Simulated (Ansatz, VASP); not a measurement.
## Two plane-wave programs on Au

The input INCAR:

```
PREC     = Accurate       # precision mode
ENCUT    = 520            # plane-wave cutoff, eV
EDIFF    = 1E-6           # SCF threshold, eV
ISMEAR   = 0              # smearing method
SIGMA    = 0.15           # smearing width, eV
LREAL    = False          # projectors in reciprocal space
LASPH    = True           # aspherical terms in the spheres
NELM     = 80             # most SCF steps
ALGO     = Fast           # electronic algorithm
ISIF     = 2              # what is computed and relaxed
LWAVE    = False          # write WAVECAR
LCHARG   = False          # write CHGCAR
GGA      = PS             # functional
NBANDS   = 18             # bands
```

The input KPOINTS:

```
Automatic mesh
0
Gamma
  22 22 14
```

POSCAR

```
Au
1.0
   -1.6210733944      1.6210733944      1.6210733944
    1.6210733944     -1.6210733944      1.6210733944
    3.2421467888      3.2421467888      0.0000000000
Au
2
Direct
    0.0925312824      0.0925312824      0.0000000000
    0.4074687176      0.4074687176      0.5000000000
```

Input for Ansatz:

```yaml
crystal:
  lattice:
    - [-1.6210733944, 1.6210733944, 1.6210733944]
    - [1.6210733944, -1.6210733944, 1.6210733944]
    - [3.2421467888, 3.2421467888, 0.0]
  atoms:
    - { symbol: Au, position: [0.0925312824, 0.0925312824, 0.0] }
    - { symbol: Au, position: [0.4074687176, 0.4074687176, 0.5] }
basis:
  ecutwfc: 420
kpoints:
  mp_grid: { grid: [22, 22, 14] }
hamiltonian:
  xc: pbesol
scf:
  occupations: { method: gaussian, width: 0.15 }
output:
  forces: true
  stress: true
  eigenvalues: true
```

Change from the starting cell: mode 5 (92.8 1/cm) frozen in, largest displacement -0.300 Å.

Alike in both runs: task single point; functional PBEsol; k mesh 22 × 22 × 14; occupations gaussian, width 0.15 eV; no spin polarisation.

|  | VASP | Ansatz |
| --- | --- | --- |
| version | VASP 6.6.1 | Ansatz 0.2.0 |
| potentials or method | VASP PAW PBE potentials, release 64 (Au), cutoff 520 eV | scalar-relativistic, plane waves, PAW |
| valence electrons in the cell | 22 | 38 |

|  | VASP | Ansatz | Ansatz less VASP |
| --- | --- | --- | --- |
| gap on the k mesh at the Fermi level (eV) | none | none | - |
| pressure (GPa) | 11.9 | 12.2 | +0.28 |
| traceless stress, the component that is largest in VASP (GPa) | 17.51 | 17.56 | +0.057 |
| rms of the force components (eV/Å) | 1.023 | 1.028 | +0.0047 |

VASP's potentials were made for PBE, not for PBEsol. Atom by atom the forces differ by 0.005 eV/Å (rms over components). A gap of «none» marks a metal or a gap that the smearing closes. VASP's potentials hold 22 valence electrons a cell and Ansatz's 38, so a difference there can come from the potentials and not from the codes.

Neither program's run includes spin-orbit coupling.
